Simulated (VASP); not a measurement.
# Ba (Immm) in VASP: notebook, part 2 of 2

VASP 6.6.1. The steps go on from the part before.

## Step 4: Single point, PBE (strain +0.0125 x Voigt [0, 0, 0, 1, 0, 0])

File INCAR:

```
SYSTEM = Ba
PREC = Accurate
ENCUT = 520
EDIFF = 1E-7
ISMEAR = 0
SIGMA = 0.15
LREAL = .FALSE.
LASPH = .TRUE.
NELM = 60
ALGO = Fast
ISIF = 2
LWAVE = .FALSE.
LCHARG = .FALSE.
GGA = PE
NBANDS = 11
```

File KPOINTS:

```
regular mesh
0
G
  14 14 14
  0 0 0
```

File POSCAR:

```
Ba
1.0
    0.0000000000      3.2528691591      3.2528691591
    3.2326650028      0.0202041563      3.2326650028
    3.2326650028      3.2326650028      0.0202041563
Ba
1
Direct
    0.0000000000      0.0000000000      0.0000000000
```

Potentials or basis: VASP PAW PBE potentials, release 64 (Ba_sv).

Started as:

```console
> cat potpaw_PBE.64/Ba_sv/POTCAR > POTCAR
> mpirun -np 1 vasp_std > vasp.out
```

OUTCAR:

```text
SYSTEM = Ba
   PREC = Accurate
   ENCUT = 520
   EDIFF = 1E-7
   ISMEAR = 0
   LREAL = .FALSE.
   LASPH = .TRUE.
   NELM = 60
   ISIF = 2
   GGA = PE

 ion  position               nearest neighbor table
   1  0.000  0.000  0.000-

  LATTYP: Found a body centered orthorhombic cell.
 ALAT       =     4.5431056977
 B/A-ratio  =     1.0125786164
 C/A-ratio  =     1.4231079873

  Lattice vectors:

 A1 = (  -3.2326650028,   3.2326650028,   0.0202041563)
 A2 = (  -3.2326650028,  -3.2326650028,  -0.0202041563)
 A3 = (   3.2326650028,   0.0202041563,   3.2326650028)

Analysis of symmetry for initial positions (statically):
=====================================================================
 Subroutine PRICEL returns:
 Original cell was already a primitive cell.

 Routine SETGRP: Setting up the symmetry group for a
 body centered orthorhombic supercell.

 Subroutine GETGRP returns: Found  8 space group operations
 (whereof  8 operations were pure point group operations)
 out of a pool of  8 trial point group operations.

The static configuration has the point symmetry D_2h.

Analysis of symmetry for dynamics (positions and initial velocities):
[... 168 lines left out ...]
      1     -27.5661      2.00000
      2     -12.5570      2.00000
      3     -12.5544      2.00000
      4     -12.5515      2.00000
      5      -1.2925      2.00000
      6       3.1086      0.00000
      7       3.1547      0.00000
      8       3.2052      0.00000
      9       4.5984      0.00000
     10       4.5985      0.00000
     11       7.2937      0.00000
[... 309 lines left out ...]
 k-point    24 :       0.0714    0.1429    0.0000
  band No.  band energies     occupation
      1     -27.5609      2.00000
      2     -12.6121      2.00000
      3     -12.5699      2.00000
      4     -12.5665      2.00000
      5      -0.9900      2.00000
      6       2.8136      0.00000
      7       3.2799      0.00000
      8       3.3260      0.00000
      9       4.1923      0.00000
     10       4.6425      0.00000
     11       7.9903      0.00000

 [... further k-points ...]

------------------------ aborting loop because EDIFF is reached ----------------------------------------

  FORCE on cell =-STRESS in cart. coord.  units (eV):
  Direction    XX          YY          ZZ          XY          YZ          ZX
  --------------------------------------------------------------------------------------
  -------------------------------------------------------------------------------------
  Total       -0.1557701     -0.1541887     -0.1541887     -0.0000000     -0.0453950     -0.0000000
  in kB       -3.6940219     -3.6565195     -3.6565195     -0.0000000     -1.0765231     -0.0000000
  external PRESSURE =      -3.6690203 kB  Pullay stress =       0.0000000 kB

 VOLUME and BASIS-vectors are now :
 -----------------------------------------------------------------------------
  energy-cutoff  :      520.00
  volume of cell :       67.56
      direct lattice vectors                 reciprocal lattice vectors
     0.000000000  3.252869159  3.252869159    -0.154671146  0.153710455  0.153710455
     3.232665003  0.020204156  3.232665003     0.154671146 -0.155643920  0.155643920
     3.232665003  3.232665003  0.020204156     0.154671146  0.155643920 -0.155643920

 POSITION                                       TOTAL-FORCE (eV/Angst)
 -----------------------------------------------------------------------------------
      0.00000      0.00000      0.00000         0.000000     -0.000000      0.000000
 -----------------------------------------------------------------------------------
    total drift:                               -0.000000      0.000000      0.000000

  FREE ENERGIE OF THE ION-ELECTRON SYSTEM (eV)
  ---------------------------------------------------
  free  energy   TOTEN  =        -1.8963550976 eV

  energy  without entropy=       -1.8775855186  energy(sigma->0) =       -1.88697031
```

stdout:

```text
POSCAR found type information on POSCAR Ba
 POSCAR found :  1 types and       1 ions
 scaLAPACK will be used
 LDA part: xc-table for (Slater+PW92), standard interpolation
 POSCAR, INCAR and KPOINTS ok, starting setup
 FFT: planning ... GRIDC
 FFT: planning ... GRID_SOFT
 FFT: planning ... GRID
 WAVECAR not read
 entering main loop
WARNING in EDDRMM: call to ZHEGV failed, returncode =   6  3      6
WARNING in EDDRMM: call to ZHEGV failed, returncode =   6  3      5
WARNING in EDDRMM: call to ZHEGV failed, returncode =   6  3     10
WARNING in EDDRMM: call to ZHEGV failed, returncode =   8  4      8
```

Run time: 2 min. Hardware: 1 thread of Intel Xeon 6975P-C (Granite Rapids), shared host; peak memory 0.45 GiB.

Results:

```yaml
Free_energy: -1.8964 eV
Pressure: -0.4 GPa
Band_gap_on_the_k_mesh: zero (bands 5 and 6 overlap by 0.20 eV)
```

Levels at points of the mesh, in eV from the Fermi level:
| k point | band 2 | band 3 | band 4 | band 5 | band 6 | band 7 | band 8 | band 9 |
| --- | --- | --- | --- | --- | --- | --- | --- | --- |
| (0.00, 0.00, 0.00) | -14.03 | -14.03 | -14.03 | -2.77 | 1.63 | 1.68 | 1.73 | 3.12 |
| (0.50, 0.00, 0.00) | -14.39 | -14.08 | -14.08 | -0.96 | 0.83 | 1.52 | 1.60 | 4.18 |
| (0.00, 0.50, 0.00) | -14.40 | -14.08 | -14.08 | -0.94 | 0.88 | 1.50 | 1.57 | 4.20 |
| (0.50, 0.50, 0.00) | -14.37 | -14.16 | -14.16 | -0.76 | -0.13 | 1.79 | 4.22 | 4.54 |
| (0.00, 0.50, 0.50) | -14.37 | -14.17 | -14.16 | -0.76 | -0.13 | 1.79 | 4.23 | 4.54 |

Caveat: the cell differs from its parent crystal (strain +0.0125 x Voigt [0, 0, 0, 1, 0, 0]); spin-orbit coupling is left out, which moves the levels of the heavy elements.

## Step 5: Summary

```tsv
cell	further INCAR settings	gap on the mesh (eV)	pressure (GPa)
a = 4.583, b = 4.572, c = 4.572 Å, angles 59.8, 59.9, 59.9°, 1 atom	ALGO = Fast; EDIFF = 1e-06; NBANDS = 11	none	-0.4
a = 4.612, b = 4.572, c = 4.572 Å, angles 59.4, 59.7, 59.7°, 1 atom	ALGO = Fast; EDIFF = 1e-06; NBANDS = 11	none	-0.4
a = 4.600, b = 4.572, c = 4.572 Å, angles 59.6, 59.8, 59.8°, 1 atom	ALGO = Fast; EDIFF = 1e-07; NBANDS = 11	none	-0.4
```

Alike in all rows: task single point; level PBE; potentials or basis VASP PAW PBE potentials, release 64 (Ba_sv); no spin polarisation; k mesh 14 × 14 × 14; cutoff (eV) 520; smearing gaussian 0.15 eV.

Caveats: spin-orbit coupling is left out, which moves the levels of the heavy elements.

Absolute energies hang on the potentials; compare differences alone.
